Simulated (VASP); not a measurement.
# CaO (P6_3/mmc) in VASP: a series of runs

Aim: see how the results for CaO move with the level of theory and the settings. Levels: PBE, PBEsol. Tasks: G0W0 quasiparticle levels, dielectric tensor, vibrations by perturbation theory.

Everything below comes from runs of VASP 6.6.1. Logs are shortened: lines on timing, memory, paths and dates and some standing lists are left out, and cuts for length are marked.

### Step 1. The cell of the first run

Symmetry: P6_3/mmc, No. 194, hexagonal system. Conventional cell: a = 3.320 Å, b = 3.320 Å, c = 5.814 Å, α = 90.00°, β = 90.00°, γ = 120.00°. Ca (site symmetry -3m) has 6 O at 2.41 Å and 8 Ca at 2.91 to 3.32 Å within 3.4 Å. O (site symmetry -6m2) has 6 Ca at 2.41 Å and 12 O at 3.32 to 3.48 Å within 3.5 Å.

### Step 2. G0W0 quasiparticle levels, PBE

File POSCAR:

```
CaO
1.0
    3.3199369620      0.0000000000      0.0000000000
   -1.6599684810      2.8751497480      0.0000000000
    0.0000000000      0.0000000000      5.8143082546
Ca O
2 2
Direct
    0.0000000000      0.0000000000      0.0000000000
    0.0000000000      0.0000000000      0.5000000000
    0.3333333333      0.6666666667      0.2500000000
    0.6666666667      0.3333333333      0.7500000000
```

File INCAR.step1:

```
PREC = Accurate ; ENCUT = 500
EDIFF = 1E-8 ; ISMEAR = 0
SIGMA = 0.01 ; LREAL = False
LASPH = True ; NELM = 80
ALGO = Normal ; LWAVE = True
LCHARG = False ; GGA = PE
```

File INCAR.step2:

```
PREC = Accurate ; ENCUT = 500
EDIFF = 1E-8 ; ISMEAR = 0
SIGMA = 0.01 ; LREAL = False
LASPH = True ; NELM = 1
ALGO = Exact ; LWAVE = True
LCHARG = False ; GGA = PE
NBANDS = 181 ; LOPTICS = True
ISTART = 1
```

File INCAR.step3:

```
PREC = Accurate ; ENCUT = 500
EDIFF = 1E-8 ; ISMEAR = 0
SIGMA = 0.01 ; LREAL = False
LASPH = True ; ALGO = EVGW0
LWAVE = False ; LCHARG = False
GGA = PE ; NELMGW = 1
NBANDS = 181 ; ENCUTGW = 120.0
NOMEGA = 48 ; PRECFOCK = Fast
ISTART = 1 ; NBANDSGW = 24
```

File KPOINTS:

```
Automatic mesh
0
Gamma
  6 6 4
```

Potentials or basis: VASP PAW PBE potentials, release 64 (Ca_sv_GW, O_GW).

Launch:

```sh
$ cat potpaw_PBE.64/Ca_sv_GW/POTCAR potpaw_PBE.64/O_GW/POTCAR > POTCAR
$ cp INCAR.step1 INCAR
$ mpirun -np 1 vasp_std > vasp.out
$ cp INCAR.step2 INCAR
$ mpirun -np 1 vasp_std > vasp.out
$ cp INCAR.step3 INCAR
$ mpirun -np 1 vasp_std > vasp.out
```

OUTCAR:

```text
PREC = Accurate
   ENCUT = 500
   EDIFF = 1E-8
   ISMEAR = 0
   LREAL = False
   LASPH = True
   GGA = PE
   NELMGW = 1
   ENCUTGW = 120.0
   PRECFOCK = Fast
   ISTART = 1

 ion  position               nearest neighbor table
   1  0.000  0.000  0.000-   3 2.41   4 2.41   3 2.41   4 2.41   4 2.41   3 2.41   2 2.91   2 2.91

   2  0.000  0.000  0.500-   3 2.41   4 2.41   3 2.41   4 2.41   4 2.41   3 2.41   1 2.91   1 2.91

   3  0.333  0.667  0.250-   1 2.41   2 2.41   1 2.41   2 2.41   1 2.41   2 2.41
   4  0.667  0.333  0.750-   1 2.41   2 2.41   1 2.41   2 2.41   1 2.41   2 2.41

  LATTYP: Found a hexagonal cell.
 ALAT       =     3.3199369620
 C/A-ratio  =     1.7513309202

  Lattice vectors:

 A1 = (   3.3199369620,   0.0000000000,   0.0000000000)
 A2 = (  -1.6599684810,   2.8751497480,   0.0000000000)
 A3 = (   0.0000000000,   0.0000000000,   5.8143082546)

Analysis of symmetry for initial positions (statically):
=====================================================================
 Subroutine PRICEL returns:
 Original cell was already a primitive cell.

 Routine SETGRP: Setting up the symmetry group for a
 hexagonal supercell.

 Subroutine GETGRP returns: Found 24 space group operations
 (whereof 12 operations were pure point group operations)
 out of a pool of 24 trial point group operations.

The static configuration has the point symmetry D_3d.
 The point group associated with its full space group is D_6h.

Analysis of symmetry for dynamics (positions and initial velocities):
=====================================================================
 Subroutine PRICEL returns:
 Original cell was already a primitive cell.

 Routine SETGRP: Setting up the symmetry group for a
 hexagonal supercell.

 Subroutine GETGRP returns: Found 24 space group operations
 (whereof 12 operations were pure point group operations)
 out of a pool of 24 trial point group operations.

The dynamic configuration has the point symmetry D_3d.
 The point group associated with its full space group is D_6h.

 Subroutine INISYM returns: Found 24 space group operations
 (whereof 12 operations are pure point group operations),
 and found     1 'primitive' translations

----------------------------------------------------------------------------------------

                                     Primitive cell

  volume of cell :      55.4994
[... 44 lines left out ...]
 ===========================================

 Found     21 irreducible k-points:

 Following reciprocal coordinates:
            Coordinates               Weight
  0.000000  0.000000  0.000000      1.000000
  0.166667 -0.000000  0.000000      6.000000
  0.333333 -0.000000  0.000000      6.000000
  0.500000 -0.000000  0.000000      3.000000
  0.166667  0.166667  0.000000      6.000000
  0.333333  0.166667  0.000000     12.000000
[... 13 lines left out ...]
  0.333333  0.166667  0.500000     12.000000
  0.333333  0.333333  0.500000      2.000000
   k-points           NKPTS =     21   k-points in BZ     NKDIM =    144   number of bands    NBANDS=    181
   number of dos      NEDOS =    301   number of ions     NIONS =      4
   total plane-waves  NPLWV =  24192
   dimension x,y,z NGX =    24 NGY =   24 NGZ =   42
   dimension x,y,z NGXF=    48 NGYF=   48 NGZF=   84
   ions per type =               2   2
   NGX,Y,Z   is equivalent  to a cutoff of  12.02, 12.02, 12.01 a.u.
   NGXF,Y,Z  is equivalent  to a cutoff of  24.04, 24.04, 24.02 a.u.
 SYSTEM =  unknown system
   PREC   = accura    normal or accurate (medium, high low for compatibility)
   ISTART =      1    job   : 0-new  1-cont  2-samecut
   ICHARG =      0    charge: 1-file 2-atom 10-const
   ISPIN  =      1    spin polarized calculation?
   LNONCOLLINEAR =      F non collinear calculations
   LSORBIT =      F    spin-orbit coupling
   LASPH  =      T    aspherical Exc in radial PAW
   ENCUT  =  500.0 eV  36.75 Ry    6.06 a.u.   6.05  6.05 10.60*2*pi/ulx,y,z
   NELM   =     60;   NELMIN=  2; NELMDL=  0     # of ELM steps
   EDIFF  = 0.1E-07   stopping-criterion for ELM
   LREAL  =      F    real-space projection
   EDIFFG = 0.1E-06   stopping-criterion for IOM
   NSW    =      0    number of steps for IOM
   IBRION =     -1    ionic relax: 0-MD 1-quasi-New 2-CG
   NFREE  =      0    steps in history (QN), initial steepest desc. (CG)
   ISIF   =      0    stress and relaxation
   ISYM   =      3    0-nonsym 1-usesym 2-fastsym
   POTIM  = 0.5000    time-step for ionic-motion
   TEBEG  =    0.0;   TEEND  =   0.0 temperature during run
   PSTRESS=    0.0 pullay stress
   NELECT =      32.0000    total number of electrons
   NUPDOWN=      -1.0000    fix difference up-down
   EMIN   =  10.00;   EMAX   =-10.00  energy-range for DOS
   EFERMI =   0.00;   METHOD = LEGACY
   ISMEAR =     0;   SIGMA  =   0.01  broadening in eV -4-tet -1-fermi 0-gaus
   EFERMI_NEDOS =   21; number of points for ismear=-14 and -15
   IALGO  =     38    algorithm
   IMIX   =      4    mixing-type and parameters
     AMIX     =   0.40;   BMIX     =  1.00
     AMIX_MAG =   1.60;   BMIX_MAG =  1.00
  volume/ion in A,a.u.               =      13.87        93.63
  Fermi-wavevector in a.u.,A,eV,Ry     =   1.362580  2.574903 25.260910  1.856624
  Thomas-Fermi vector in A             =   2.489057
   LORBIT       =      0    0 simple, 1 ext, 2 COOP (PROOUT), +10 PAW based schemes
   GGA     = PE    functional components
   LHFCALC =     T    Hartree Fock is set to
   PRECFOCK=fast      Normal, Fast or Accurate (Low or Medium for compatibility)
   ENCUT4O =  -1.0   cutoff for four orbital integrals eV
   NKREDX  =     1    reduce k-point grid by
   NKREDY  =     1    reduce k-point grid by
   NKREDZ  =     1    reduce k-point grid by
   AEXX    =    1.0000 exact exchange contribution
   HFSCREEN=    0.0000 screening length (either q_TF or 0.3 A-1)
   HFSCREENC=   0.0000 screening length for correlation (either q_TF or 0.3 A-1)
   ENCUTFOCK=  -1.0 apply spherical cutoff to Coloumb kernel
   IVDW    =     0    specifies the selected vdW correction
   LEPSILON=     F    determine dielectric tensor
   LRPA    =     F    only Hartree local field effects (RPA)
   LRPAFORCE           =     F    calculate RPA forces
   ENCUTGW             = 120.0    cutoff for response function in eV
   ENCUTGWSOFT         =  96.0    soft cutoff for Coulomb kernel in GW response function in eV
   ENCUTLF             =  -1.0    cutoff for local field effects
   NELMGW              =     1    number of iterations in solving QP/BSE equation
   NELMHF              =     1    number of iterations in the inner HF iteration
   NKREDLFX            =     1    NKREDLFY  =   1   NKREDLFZ  =   1
 non-spin polarized calculation
 Gauss-broadening in eV      SIGMA  =   0.01
  energy-cutoff  :      500.00
  volume of cell :       55.50
 maximum number of plane-waves:      1431
  NGX = 14; NGY = 14; NGZ = 24
   NGX = 13   NGY = 13   NGZ = 21
 maximum number of plane-waves:       189
 NGX is ok and might be reduce to    14

 QP shifts <psi_nk| G(iteration)W_0 |psi_nk>: iteration 1
 for sc-GW calculations column KS-energies equals QP-energies in previous step
 and V_xc(KS)=  KS-energies - (<T + V_ion + V_H > + <T+V_H+V_ion>^1  + <V_x>^1)

 k-point   1 :       0.0000    0.0000    0.0000
  band No.  KS-energies  QP-energies   sigma(KS)   V_xc(KS)     V^pw_x(r,r')   Z            occupation Imag(sigma)

      1     -33.2922     -34.8634     -23.1423     -20.6045     -34.3943       0.6191       2.0000       1.0641
      2     -33.1230     -34.7220     -23.2828     -20.7486     -34.4985       0.6310       2.0000       1.0376
      3     -15.3835     -17.3941     -21.6711     -18.8626     -27.7824       0.7159       2.0000       0.5969
      4     -14.0418     -16.2581     -23.0446     -20.1048     -28.0564       0.7539       2.0000       0.3322
      5     -14.0418     -16.2581     -23.0446     -20.1048     -28.0564       0.7539       2.0000       0.3322
      6     -13.9079     -16.1272     -23.1694     -20.2392     -28.1511       0.7574       2.0000       0.3110
[... 576 lines left out ...]
     23      12.9859      15.4962     -13.2804     -16.4708      -8.4938       0.7868       0.0000      -0.2230
     24      12.9859      15.4962     -13.2804     -16.4708      -8.4938       0.7868       0.0000      -0.2230
```

OUTCAR.step2:

```text
PREC = Accurate
   ENCUT = 500
   EDIFF = 1E-8
   ISMEAR = 0
   LREAL = False
[... 1213 lines left out ...]
     0.00000     3.87443     3.87443     4.02407    -0.00000     0.00000     0.00000
     1.81302     4.03513     4.03513     4.19178    -0.00000     0.00000     0.00000
     3.62605     4.83554     4.83554     5.02393    -0.00000     0.00000     0.00000
     5.43907     6.42669     6.42669     5.37452    -0.00000     0.00000     0.00000
     7.25210     3.49696     3.49696     4.34570    -0.00000     0.00000    -0.00000
     9.06512     1.68540     1.68540     0.24414    -0.00000     0.00000     0.00000
[... 92 lines left out ...]
   177.67639     0.97665     0.97665     0.97670     0.00000    -0.00000     0.00000
   179.48941     0.97717     0.97717     0.97722     0.00000    -0.00000     0.00000
```

Wall time 68 min (1 thread of AMD EPYC 7R13, shared host); peak memory 1.1 GiB.

What came out:

* Quasiparticle gap: 6.12 eV
* Least direct quasiparticle gap: 6.12 eV
* Band gap of the starting levels on the mesh: 3.85 eV
* Least direct gap of the starting levels on the mesh: 3.85 eV

Caveat: the k points lie up to 0.36 Å⁻¹ apart; bands, screening cutoff and mesh are small and nothing is extrapolated, so the quasiparticle values aren't converged.

### Step 3. Dielectric tensor, PBE

File INCAR:

```
SYSTEM = CaO
PREC = Accurate
ENCUT = 520
EDIFF = 1E-8
ISMEAR = 0
SIGMA = 0.01
LREAL = .FALSE.
LASPH = .TRUE.
NELM = 60
ALGO = Normal
ISIF = 2
LWAVE = .FALSE.
LCHARG = .FALSE.
GGA = PE
LEPSILON = .TRUE.
```

File KPOINTS:

```
Automatic mesh
0
G
  9 9 4
  0 0 0
```

POSCAR is that of step 2.

Potentials or basis: VASP PAW PBE potentials, release 64 (Ca_sv, O).

Launch:

```sh
$ cat potpaw_PBE.64/Ca_sv/POTCAR potpaw_PBE.64/O/POTCAR > POTCAR
$ mpirun -np 1 vasp_std > vasp.out
```

OUTCAR:

```text
SYSTEM = CaO
   PREC = Accurate
   ENCUT = 520
   EDIFF = 1E-8
   ISMEAR = 0
   LREAL = .FALSE.
   LASPH = .TRUE.
   NELM = 60
   ISIF = 2
   GGA = PE
   LEPSILON = .TRUE.

 ion  position               nearest neighbor table
   1  0.000  0.000  0.000-   3 2.41   4 2.41   3 2.41   4 2.41   4 2.41   3 2.41   2 2.91   2 2.91

   2  0.000  0.000  0.500-   3 2.41   4 2.41   3 2.41   4 2.41   4 2.41   3 2.41   1 2.91   1 2.91

   3  0.333  0.667  0.250-   1 2.41   2 2.41   1 2.41   2 2.41   1 2.41   2 2.41
   4  0.667  0.333  0.750-   1 2.41   2 2.41   1 2.41   2 2.41   1 2.41   2 2.41

  LATTYP: Found a hexagonal cell.
 ALAT       =     3.3199369620
 C/A-ratio  =     1.7513309202

  Lattice vectors:

 A1 = (   3.3199369620,   0.0000000000,   0.0000000000)
 A2 = (  -1.6599684810,   2.8751497480,   0.0000000000)
 A3 = (   0.0000000000,   0.0000000000,   5.8143082546)

Analysis of symmetry for initial positions (statically):
=====================================================================
 Subroutine PRICEL returns:
 Original cell was already a primitive cell.

 Routine SETGRP: Setting up the symmetry group for a
 hexagonal supercell.

[... 787 lines left out ...]
  energy without entropy =       -0.49234972

------------------------ aborting loop because EDIFF is reached ----------------------------------------

 PIEZOELECTRIC TENSOR FIELD DIRECTION 3  (e Angst)
 -----------------------------------------------------------------------------
     0.00021  0.00000 -0.00000           (  0.00002  0.00000  0.00000)
     0.00000  0.00021  0.00000           (  0.00000  0.00002  0.00000)
     0.00000 -0.00000 -0.00021           (  0.00000  0.00000 -0.00002)

 PIEZOELECTRIC TENSOR FIELD DIRECTION 3  (C/m^2)
 -----------------------------------------------------------------------------
     0.00006  0.00000 -0.00000
     0.00000  0.00006  0.00000
     0.00000 -0.00000 -0.00006

 MACROSCOPIC STATIC DIELECTRIC TENSOR (including local field effects in DFT)
 ------------------------------------------------------
           3.746547     0.000000     0.000000
           0.000000     3.746547     0.000000
           0.000000    -0.000000     3.912819
 ------------------------------------------------------

 PIEZOELECTRIC TENSOR (including local field effects)  for field in x, y, z        (e  Angst)
          XX          YY          ZZ          XY          YZ          ZX
  --------------------------------------------------------------------------------
  x     0.00000     0.00000     0.00000     0.00000     0.00000     0.00000
  y     0.00000     0.00000     0.00000     0.00000     0.00000     0.00000
  z     0.00000     0.00000     0.00000     0.00000     0.00000     0.00000

 PIEZOELECTRIC TENSOR (including local field effects)  for field in x, y, z        (C/m^2)
          XX          YY          ZZ          XY          YZ          ZX
  --------------------------------------------------------------------------------
  x     0.00000     0.00000     0.00000     0.00000     0.00000     0.00000
  y     0.00000     0.00000     0.00000     0.00000     0.00000     0.00000
  z     0.00000     0.00000     0.00000     0.00000     0.00000     0.00000

 BORN EFFECTIVE CHARGES (including local field effects) (in |e|, cummulative output)
 ---------------------------------------------------------------------------------
 ion    1
    1     2.34482     0.00000     0.00000
    2     0.00000     2.34482     0.00000
    3     0.00000    -0.00000     2.45042
 ion    2
    1     2.34482     0.00000     0.00000
    2     0.00000     2.34482     0.00000
    3     0.00000     0.00000     2.45042
 ion    3
    1    -2.34482     0.00000     0.00000
    2     0.00000    -2.34482     0.00000
    3    -0.00000     0.00000    -2.45042
 ion    4
    1    -2.34482     0.00000     0.00000
    2     0.00000    -2.34482     0.00000
    3     0.00000     0.00000    -2.45042
```

OSZICAR:

```text
N       E                     dE             d eps       ncg     rms          rms(c)
DAV:   1     0.330102167979E+03    0.33010E+03   -0.17093E+04  1440   0.165E+03
DAV:   2     0.197899416396E+01   -0.32812E+03   -0.31415E+03  1596   0.445E+02
DAV:   3    -0.276011764382E+02   -0.29580E+02   -0.29394E+02  2420   0.123E+02
[... 11 lines left out ...]
RMM:  13    -0.492349534477E+00   -0.80477E-06   -0.11374E-06  3308   0.110E-03    0.318E-05
RMM:  14    -0.492349756582E+00   -0.22211E-06   -0.13469E-06  3080   0.664E-04    0.171E-05
RMM:  15    -0.492348959612E+00    0.79697E-06   -0.57888E-07  2951   0.499E-04    0.654E-05
RMM:  16    -0.492349441890E+00   -0.48228E-06   -0.53255E-07  2543   0.405E-04    0.255E-05
RMM:  17    -0.492349606176E+00   -0.16429E-06   -0.48274E-07  2246   0.368E-04    0.116E-05
RMM:  18    -0.492349626137E+00   -0.19961E-07   -0.30977E-07  1833   0.352E-04    0.111E-05
RMM:  19    -0.492349719047E+00   -0.92910E-07   -0.43961E-07  1783   0.349E-04    0.345E-06
```

Run time: 7.3 min. Hardware: 1 thread of AMD EPYC 9R45 (Zen 5), shared host; peak memory 0.34 GiB.

Results:

```
Band gap on the k mesh                  : 3.83 eV
Electronic dielectric tensor (diagonal) : 3.75, 3.75, 3.91
Born charges (mean of the diagonal)     : Ca +2.38; O -2.38 e
```

Levels at points of the mesh, in eV from the valence-band top:
```
           k point  band 13  band 14  band 15  band 16  band 17  band 18  band 19  band 20
(0.00, 0.00, 0.00)    -1.08    -0.24     0.00     0.00     3.83     4.92     6.38     6.38
(0.00, 0.00, 0.50)    -0.59    -0.59    -0.59    -0.59     5.86     5.86     6.75     6.75
```

Electronic dielectric tensor:
```
3.75 0.00 0.00
0.00 3.75 0.00
0.00 0.00 3.91
```

Born effective charge tensors (e):
atom 1, Ca
```
2.34 0.00 0.00
0.00 2.34 0.00
0.00 0.00 2.45
```
atom 2, Ca
```
2.34 0.00 0.00
0.00 2.34 0.00
0.00 0.00 2.45
```
atom 3, O
```
-2.34  0.00  0.00
 0.00 -2.34  0.00
 0.00  0.00 -2.45
```
atom 4, O
```
-2.34  0.00  0.00
 0.00 -2.34  0.00
 0.00  0.00 -2.45
```

Caveat: an odd mesh through Γ misses points on the zone boundary, where band edges can lie.

(Continued in part 2 of 2.)
